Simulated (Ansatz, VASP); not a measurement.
# Two plane-wave programs on Hg

The input INCAR:

```
ALGO = Fast
EDIFF = 1E-7
ENCUT = 520
GGA = PS
ISIF = 2
ISMEAR = 0
LASPH = T
LCHARG = F
LREAL = F
LWAVE = F
NBANDS = 19
NELM = 80
PREC = Accurate
SIGMA = 0.1
```

The input KPOINTS:

```
k-points
0
Gamma
  14 14 14
```

File POSCAR:

```
Hg
1.0
   -2.9297541400      2.9297541400      1.5725525500
    2.9297541400     -2.9297541400      1.5725525500
    2.9297541400      2.9297541400     -1.5725525500
Hg
2
Direct
    0.7500000000      0.2500000000      0.5000000000
    0.0000000000      0.0639985443      0.0639985443
```

Input for Ansatz:

```yaml
crystal:
  lattice:
    - [-2.92975414, 2.92975414, 1.57255255]
    - [2.92975414, -2.92975414, 1.57255255]
    - [2.92975414, 2.92975414, -1.57255255]
  atoms:
    - { symbol: Hg, position: [0.75, 0.25, 0.5] }
    - { symbol: Hg, position: [0.0, 0.0639985443, 0.0639985443] }
basis:
  ecutwfc: 420
kpoints:
  mp_grid: { grid: [14, 14, 14] }
hamiltonian:
  xc: pbesol
scf:
  occupations: { method: gaussian, width: 0.1 }
output:
  forces: true
  stress: true
  eigenvalues: true
```

Change from the starting cell: one atom moved.

Alike in both runs: task single point; functional PBEsol; k mesh 14 × 14 × 14; occupations gaussian, width 0.1 eV; no spin polarisation.

|  | VASP | Ansatz |
| --- | --- | --- |
| version | VASP 6.6.1 | Ansatz 0.2.0 |
| potentials or method | VASP PAW PBE potentials, release 64 (Hg), cutoff 520 eV | scalar-relativistic, plane waves, PAW |
| valence electrons in the cell | 24 | 40 |

```csv
,VASP,Ansatz,Ansatz less VASP
gap on the k mesh at the Fermi level (eV),none,none,-
pressure (GPa),0.3,-0.1,-0.37
"traceless stress, the component that is largest in VASP (GPa)",4.42,4.16,-0.266
rms of the force components (eV/Å),0.724,0.680,-0.0446
```

VASP's potentials were made for PBE, not for PBEsol. Atom by atom the forces differ by 0.045 eV/Å (rms over components). A gap of «none» marks a metal or a gap that the smearing closes. VASP's potentials hold 24 valence electrons a cell and Ansatz's 40, so a difference there can come from the potentials and not from the codes.

Neither program's run includes spin-orbit coupling.
